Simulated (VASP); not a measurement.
# W in VASP: further runs

The runs below take W through single point, with PBE.

All numbers are computed with VASP 6.6.1; they aren't measurements. Logs are shortened: lines on timing, memory, paths and dates and some standing lists are left out, and cuts for length are marked.

**1. The cell of the first run**

Symmetry: Im-3m, No. 229, cubic system. The conventional cell has a = 3.195 Å, b = 3.195 Å, c = 3.195 Å, α = 90.00°, β = 90.00°, γ = 90.00°. W (site symmetry m-3m) has 14 W at 2.77 to 3.19 Å within 3.6 Å.

**2. Single point, PBE, non-collinear spin, zero start, spin-orbit coupling**

File INCAR:

```
ALGO = Normal ; EDIFF = 1E-7
ENCUT = 520 ; GGA = PE
GGA_COMPAT = F ; ISIF = 2
ISMEAR = -1 ; LASPH = T
LCHARG = F ; LMAXMIX = 4
LNONCOLLINEAR = T ; LORBIT = 11
LORBMOM = T ; LREAL = F
LSORBIT = T ; LWAVE = F
MAGMOM = 0 0 0 ; NBANDS = 25
NELM = 150 ; PREC = Accurate
SIGMA = 0.03
```

File KPOINTS:

```
k-points
0
Gamma
  14 14 14
```

File POSCAR:

```
W
1.0
   -1.5973000000      1.5973000000      1.5973000000
    1.5973000000     -1.5973000000      1.5973000000
    1.5973000000      1.5973000000     -1.5973000000
W
1
Direct
    0.0000000000      0.0000000000      0.0000000000
```

Potentials or basis: VASP PAW PBE potentials, release 64 (W_sv).

Run with:

```
> cat potpaw_PBE.64/W_sv/POTCAR > POTCAR
> mpirun -np 1 vasp_ncl > vasp.out
```

OUTCAR:

```text
EDIFF = 1E-7
   ENCUT = 520
   GGA = PE
   ISIF = 2
   ISMEAR = -1
   LASPH = T
   LNONCOLLINEAR = T
   LORBIT = 11
   LREAL = F
   LSORBIT = T
   NELM = 150
   PREC = Accurate

 ion  position               nearest neighbor table
   1  0.000  0.000  0.000-

  LATTYP: Found a body centered cubic cell.
 ALAT       =     3.1946000000

  Lattice vectors:

 A1 = (  -1.5973000000,   1.5973000000,   1.5973000000)
 A2 = (   1.5973000000,  -1.5973000000,   1.5973000000)
 A3 = (   1.5973000000,   1.5973000000,  -1.5973000000)

Analysis of symmetry for initial positions (statically):
=====================================================================
 Subroutine PRICEL returns:
 Original cell was already a primitive cell.

 Routine SETGRP: Setting up the symmetry group for a
 body centered cubic supercell.

 Subroutine GETGRP returns: Found 48 space group operations
 (whereof 48 operations were pure point group operations)
 out of a pool of 48 trial point group operations.

The static configuration has the point symmetry O_h .

Analysis of symmetry for dynamics (positions and initial velocities):
=====================================================================
 Subroutine PRICEL returns:
 Original cell was already a primitive cell.

 Routine SETGRP: Setting up the symmetry group for a
 body centered cubic supercell.

 Subroutine GETGRP returns: Found 48 space group operations
 (whereof 48 operations were pure point group operations)
 out of a pool of 48 trial point group operations.

The dynamic configuration has the point symmetry O_h .

Analysis of structural, dynamic, and magnetic symmetry:
=====================================================================
 Subroutine PRICEL returns:
 Original cell was already a primitive cell.

 Routine SETGRP: Setting up the symmetry group for a
 body centered cubic supercell.

 Subroutine GETGRP returns: Found 48 space group operations
 (whereof 48 operations were pure point group operations)
 out of a pool of 48 trial point group operations.

The overall configuration has the point symmetry O_h .

 Subroutine INISYM returns: Found 48 space group operations
 (whereof 48 operations are pure point group operations),
 and found     1 'primitive' translations

----------------------------------------------------------------------------------------

                                     Primitive cell

  volume of cell :      16.3012

  direct lattice vectors                    reciprocal lattice vectors
    -1.597300000  1.597300000  1.597300000     0.000000000  0.313028235  0.313028235
     1.597300000 -1.597300000  1.597300000     0.313028235  0.000000000  0.313028235
     1.597300000  1.597300000 -1.597300000     0.313028235  0.313028235  0.000000000

  length of vectors
     2.766604755  2.766604755  2.766604755     0.442688776  0.442688776  0.442688776

  position of ions in fractional coordinates (direct lattice)
     0.000000000  0.000000000  0.000000000

  ion indices of the primitive-cell ions
   primitive index   ion index
                 1           1

----------------------------------------------------------------------------------------

 KPOINTS: k-points

Automatic generation of k-mesh.
 Grid dimensions read from file:
 generate k-points for:   14   14   14

 Generating k-lattice:

  Cartesian coordinates                     Fractional coordinates (reciprocal lattice)
     0.000000000  0.022359160  0.022359160     0.071428571  0.000000000  0.000000000
     0.022359160  0.000000000  0.022359160     0.000000000  0.071428571  0.000000000
     0.022359160  0.022359160  0.000000000     0.000000000  0.000000000  0.071428571

  Length of vectors
     0.031620627  0.031620627  0.031620627

  Shift w.r.t. Gamma in fractional coordinates (k-lattice)
     0.000000000  0.000000000  0.000000000

 Subroutine IBZKPT returns following result:
[... 39 lines left out ...]
 SYSTEM =  unknown system
   PREC   = accura    normal or accurate (medium, high low for compatibility)
   ISTART =      0    job   : 0-new  1-cont  2-samecut
   ICHARG =      2    charge: 1-file 2-atom 10-const
   ISPIN  =      1    spin polarized calculation?
   LNONCOLLINEAR =      T non collinear calculations
   LSORBIT =      T    spin-orbit coupling
   LASPH  =      T    aspherical Exc in radial PAW
   ENCUT  =  520.0 eV  38.22 Ry    6.18 a.u.   5.14  5.14  5.14*2*pi/ulx,y,z
   NELM   =    150;   NELMIN=  2; NELMDL= -5     # of ELM steps
   EDIFF  = 0.1E-06   stopping-criterion for ELM
   LREAL  =      F    real-space projection
   EDIFFG = 0.1E-05   stopping-criterion for IOM
   NSW    =      0    number of steps for IOM
   IBRION =     -1    ionic relax: 0-MD 1-quasi-New 2-CG
   NFREE  =      0    steps in history (QN), initial steepest desc. (CG)
   ISIF   =      2    stress and relaxation
   ISYM   =      2    0-nonsym 1-usesym 2-fastsym
   POTIM  = 0.5000    time-step for ionic-motion
   TEBEG  =    0.0;   TEEND  =   0.0 temperature during run
   PSTRESS=    0.0 pullay stress
   NELECT =      14.0000    total number of electrons
   NUPDOWN=      -1.0000    fix difference up-down
   EMIN   =  10.00;   EMAX   =-10.00  energy-range for DOS
   EFERMI =   0.00;   METHOD = LEGACY
   ISMEAR =    -1;   SIGMA  =   0.03  broadening in eV -4-tet -1-fermi 0-gaus
   EFERMI_NEDOS =   21; number of points for ismear=-14 and -15
   IALGO  =     38    algorithm
   IMIX   =      4    mixing-type and parameters
     AMIX     =   0.40;   BMIX     =  1.00
     AMIX_MAG =   1.60;   BMIX_MAG =  1.00
  volume/ion in A,a.u.               =      16.30       110.01
  Fermi-wavevector in a.u.,A,eV,Ry     =   1.556125  2.940649 32.946829  2.421524
  Thomas-Fermi vector in A             =   2.659966
   LORBIT       =     11    0 simple, 1 ext, 2 COOP (PROOUT), +10 PAW based schemes
   GGA     = PE    functional components
   LHFCALC =     F    Hartree Fock is set to
   AEXX    =    0.0000 exact exchange contribution
   IVDW    =     0    specifies the selected vdW correction
   LEPSILON=     F    determine dielectric tensor
   LRPA    =     F    only Hartree local field effects (RPA)
  energy-cutoff  :      520.00
  volume of cell :       16.30
 maximum number of plane-waves:       932
 NGX is ok and might be reduce to    24
   NGX = 11   NGY = 11   NGZ = 11

 number of electron      14.0000000 magnetization       0.0000000      0.0000000      0.0000000

 number of electron      14.0000002 magnetization       0.0000000     -0.0000000      0.0000000

 number of electron      14.0000002 magnetization      -0.0000000      0.0000000     -0.0000000

 Free energy of the ion-electron system (eV)
  ---------------------------------------------------
  ext. energy  EPLUGINS =         0.00000000
  ---------------------------------------------------
  free energy    TOTEN  =       -13.77133888 eV

  energy without entropy =      -13.76893119  energy(sigma->0) =      -13.77013503

 E-fermi :  11.0693     XC(G=0): -13.4825

 val. band max:       11.0611533727   @ k =  -0.4286   0.5000   0.2857
 cond. band min:      11.1062933589   @ k =   0.5000   0.5000   0.2143
 fundamental gap:      0.0451399862
 Fermi energy:        11.0692958712

 k-point     1 :       0.0000    0.0000    0.0000
  band No.  band energies     occupation
      1     -63.1891      1.00000
      2     -63.1891      1.00000
      3     -32.8852      1.00000
      4     -32.8852      1.00000
      5     -23.8892      1.00000
      6     -23.8892      1.00000
[... 661 lines left out ...]
     24      22.9653      0.00000
     25      27.9084      0.00000

 [... further k-points ...]
[... 5 lines left out ...]
  --------------------------------------------------------------------------------------
  -------------------------------------------------------------------------------------
  Total       -0.1335395     -0.1335395     -0.1335395      0.0000000      0.0000000      0.0000000
  in kB      -13.1250498    -13.1250498    -13.1250498      0.0000000      0.0000000      0.0000000
  external PRESSURE =     -13.1250498 kB  Pullay stress =       0.0000000 kB

 VOLUME and BASIS-vectors are now :
 -----------------------------------------------------------------------------
  energy-cutoff  :      520.00
  volume of cell :       16.30
      direct lattice vectors                 reciprocal lattice vectors
    -1.597300000  1.597300000  1.597300000     0.000000000  0.313028235  0.313028235
     1.597300000 -1.597300000  1.597300000     0.313028235  0.000000000  0.313028235
     1.597300000  1.597300000 -1.597300000     0.313028235  0.313028235  0.000000000

 POSITION                                       TOTAL-FORCE (eV/Angst)
 -----------------------------------------------------------------------------------
      0.00000      0.00000      0.00000         0.000000      0.000000      0.000000
 -----------------------------------------------------------------------------------
    total drift:                                0.000000      0.000000      0.000000

  FREE ENERGIE OF THE ION-ELECTRON SYSTEM (eV)
  ---------------------------------------------------
  free  energy   TOTEN  =       -13.7713388757 eV

  energy  without entropy=      -13.7689311927  energy(sigma->0) =      -13.77013503

 orbital moment (x)

 # of ion     p       d       tot
 ----------------------------------------
  1         0.000   0.000   0.000
 ----------------------------------------
            0.000   0.000   0.000

 orbital moment (y)

 # of ion     p       d       tot
 ----------------------------------------
  1         0.000  -0.000  -0.000
 ----------------------------------------
            0.000  -0.000  -0.000

 orbital moment (z)

 # of ion     p       d       tot
 ----------------------------------------
  1        -0.000   0.000   0.000
 ----------------------------------------
           -0.000   0.000   0.000

 Spin-Orbit-Coupling matrix elements

 Ion:    1  E_soc:     -1.6379249
 l=   1
     0.0000000    -0.2285554    -0.2285554
    -0.2285554     0.0000000    -0.2285554
    -0.2285554    -0.2285554     0.0000000
 l=   2
     0.0000000    -0.0116883     0.0000000    -0.0116883    -0.0327438
    -0.0116883     0.0000000    -0.0245579    -0.0116883    -0.0081860
     0.0000000    -0.0245579     0.0000000    -0.0245579     0.0000000
    -0.0116883    -0.0116883    -0.0245579     0.0000000    -0.0081860
    -0.0327438    -0.0081860     0.0000000    -0.0081860     0.0000000
 l=   3
     0.0000000     0.0000000     0.0000000     0.0000000     0.0000000     0.0000000     0.0000000
     0.0000000     0.0000000     0.0000000     0.0000000     0.0000000     0.0000000     0.0000000
     0.0000000     0.0000000     0.0000000     0.0000000     0.0000000     0.0000000     0.0000000
     0.0000000     0.0000000     0.0000000     0.0000000     0.0000000     0.0000000     0.0000000
     0.0000000     0.0000000     0.0000000     0.0000000     0.0000000     0.0000000     0.0000000
     0.0000000     0.0000000     0.0000000     0.0000000     0.0000000     0.0000000     0.0000000
     0.0000000     0.0000000     0.0000000     0.0000000     0.0000000     0.0000000     0.0000000

 total charge

# of ion       s       p       d       tot
------------------------------------------
    1        2.394   6.334   3.316  12.045

 magnetization (x)

# of ion       s       p       d       tot
------------------------------------------
    1       -0.000   0.000   0.000  -0.000

 magnetization (y)

# of ion       s       p       d       tot
------------------------------------------
    1        0.000  -0.000   0.000   0.000

 magnetization (z)

# of ion       s       p       d       tot
------------------------------------------
    1        0.000   0.000   0.000   0.000
```

Wall time 63 s (1 thread of Intel Xeon 6975P-C, shared host); peak memory 0.23 GiB.

What came out:

```
Free energy                                           : -13.7713 eV
Pressure                                              : -1.3 GPa
Net moment                                            : 0.00 μB per cell
Valence electrons inside the program's atomic spheres : W 12.04
```

Moments on the atoms (μB; x, y, z):
```
W   0.00 0.00 0.00
```

**3. Single point, PBE**

File INCAR:

```
SYSTEM = W
  ALGO = Normal
  EDIFF = 1E-7
  ENCUT = 520
  GGA = PE
  ISIF = 2
  ISMEAR = -1
  LASPH = .TRUE.
  LCHARG = .FALSE.
  LREAL = .FALSE.
  LWAVE = .FALSE.
  NBANDS = 13
  NELM = 100
  PREC = Accurate
  SIGMA = 0.03
```

File KPOINTS:

```
k-points
0
G
  14 14 14
  0 0 0
```

POSCAR is that of step 2.

Potentials or basis: VASP PAW PBE potentials, release 64 (W_sv).

Run with:

```
> cat potpaw_PBE.64/W_sv/POTCAR > POTCAR
> mpirun -np 1 vasp_std > vasp.out
```

OUTCAR:

```text
SYSTEM = W
   EDIFF = 1E-7
   ENCUT = 520
   GGA = PE
   ISIF = 2
   ISMEAR = -1
   LASPH = .TRUE.
   LREAL = .FALSE.
   NELM = 100
   PREC = Accurate

 ion  position               nearest neighbor table
   1  0.000  0.000  0.000-

  LATTYP: Found a body centered cubic cell.
 ALAT       =     3.1946000000

  Lattice vectors:

 A1 = (  -1.5973000000,   1.5973000000,   1.5973000000)
 A2 = (   1.5973000000,  -1.5973000000,   1.5973000000)
 A3 = (   1.5973000000,   1.5973000000,  -1.5973000000)

Analysis of symmetry for initial positions (statically):
=====================================================================
 Subroutine PRICEL returns:
 Original cell was already a primitive cell.

 Routine SETGRP: Setting up the symmetry group for a
 body centered cubic supercell.

 Subroutine GETGRP returns: Found 48 space group operations
 (whereof 48 operations were pure point group operations)
 out of a pool of 48 trial point group operations.

The static configuration has the point symmetry O_h .

Analysis of symmetry for dynamics (positions and initial velocities):
=====================================================================
 Subroutine PRICEL returns:
 Original cell was already a primitive cell.

 Routine SETGRP: Setting up the symmetry group for a
 body centered cubic supercell.

 Subroutine GETGRP returns: Found 48 space group operations
 (whereof 48 operations were pure point group operations)
 out of a pool of 48 trial point group operations.

The dynamic configuration has the point symmetry O_h .

 Subroutine INISYM returns: Found 48 space group operations
 (whereof 48 operations are pure point group operations),
 and found     1 'primitive' translations

----------------------------------------------------------------------------------------

                                     Primitive cell

  volume of cell :      16.3012

[... 107 lines left out ...]
  volume/ion in A,a.u.               =      16.30       110.01
  Fermi-wavevector in a.u.,A,eV,Ry     =   1.556125  2.940649 32.946829  2.421524
  Thomas-Fermi vector in A             =   2.659966
   LORBIT       =      0    0 simple, 1 ext, 2 COOP (PROOUT), +10 PAW based schemes
   GGA     = PE    functional components
   LHFCALC =     F    Hartree Fock is set to
   AEXX    =    0.0000 exact exchange contribution
   IVDW    =     0    specifies the selected vdW correction
   LEPSILON=     F    determine dielectric tensor
   LRPA    =     F    only Hartree local field effects (RPA)
 non-spin polarized calculation
  energy-cutoff  :      520.00
  volume of cell :       16.30
 maximum number of plane-waves:       466
 NGX is ok and might be reduce to    24
   NGX = 11   NGY = 11   NGZ = 11

 number of electron      14.0000002 magnetization

 Free energy of the ion-electron system (eV)
  ---------------------------------------------------
  ext. energy  EPLUGINS =         0.00000000
  ---------------------------------------------------
  free energy    TOTEN  =       -12.94755546 eV

  energy without entropy =      -12.94557148  energy(sigma->0) =      -12.94656347

 E-fermi :  11.1290     XC(G=0): -13.4860

 val. band max:       11.1246549570   @ k =  -0.4286   0.5000   0.2857
 cond. band min:      11.1637438280   @ k =   0.5000   0.5000   0.2857
 fundamental gap:      0.0390888710
 Fermi energy:        11.1289696599

 k-point     1 :       0.0000    0.0000    0.0000
  band No.  band energies     occupation
      1     -63.1983      2.00000
      2     -26.7978      2.00000
      3     -26.7978      2.00000
      4     -26.7978      2.00000
      5       1.5620      2.00000
      6       9.8500      2.00000
      7       9.8500      2.00000
      8       9.8500      2.00000
      9      13.2298      0.00000
     10      13.2298      0.00000
     11      25.4976      0.00000
     12      25.4976      0.00000
     13      25.4976      0.00000
[... 354 lines left out ...]
  band No.  band energies     occupation
      1     -63.0660      2.00000
      2     -27.6987      2.00000
      3     -27.5199      2.00000
      4     -26.9449      2.00000
      5       6.7257      2.00000
      6       8.1172      2.00000
      7       8.7865      2.00000
      8      13.4365      0.00000
      9      14.0059      0.00000
     10      19.0793      0.00000
     11      20.9086      0.00000
     12      22.9324      0.00000
     13      27.8381      0.00000

 [... further k-points ...]
[... 5 lines left out ...]
  --------------------------------------------------------------------------------------
  -------------------------------------------------------------------------------------
  Total       -0.2180204     -0.2180204     -0.2180204      0.0000000      0.0000000      0.0000000
  in kB      -21.4283281    -21.4283281    -21.4283281      0.0000000      0.0000000      0.0000000
  external PRESSURE =     -21.4283281 kB  Pullay stress =       0.0000000 kB

 VOLUME and BASIS-vectors are now :
 -----------------------------------------------------------------------------
  energy-cutoff  :      520.00
  volume of cell :       16.30
      direct lattice vectors                 reciprocal lattice vectors
    -1.597300000  1.597300000  1.597300000     0.000000000  0.313028235  0.313028235
     1.597300000 -1.597300000  1.597300000     0.313028235  0.000000000  0.313028235
     1.597300000  1.597300000 -1.597300000     0.313028235  0.313028235  0.000000000

 POSITION                                       TOTAL-FORCE (eV/Angst)
 -----------------------------------------------------------------------------------
      0.00000      0.00000      0.00000         0.000000      0.000000     -0.000000
 -----------------------------------------------------------------------------------
    total drift:                                0.000000      0.000000     -0.000000

  FREE ENERGIE OF THE ION-ELECTRON SYSTEM (eV)
  ---------------------------------------------------
  free  energy   TOTEN  =       -12.9475554567 eV

  energy  without entropy=      -12.9455714756  energy(sigma->0) =      -12.94656347
```

Wall time 30 s (1 thread of Intel Xeon 8259CL, shared host); peak memory 0.15 GiB.

What came out:

```
Free energy            : -12.9476 eV
Pressure               : -2.1 GPa
Band gap on the k mesh : zero (band 7 reaches 16.00 eV, above the bottom of band 8 at 9.85 eV)
```

Caveat: spin-orbit coupling is left out, which moves the levels of the heavy elements.

(Continued in part 2 of 2.)
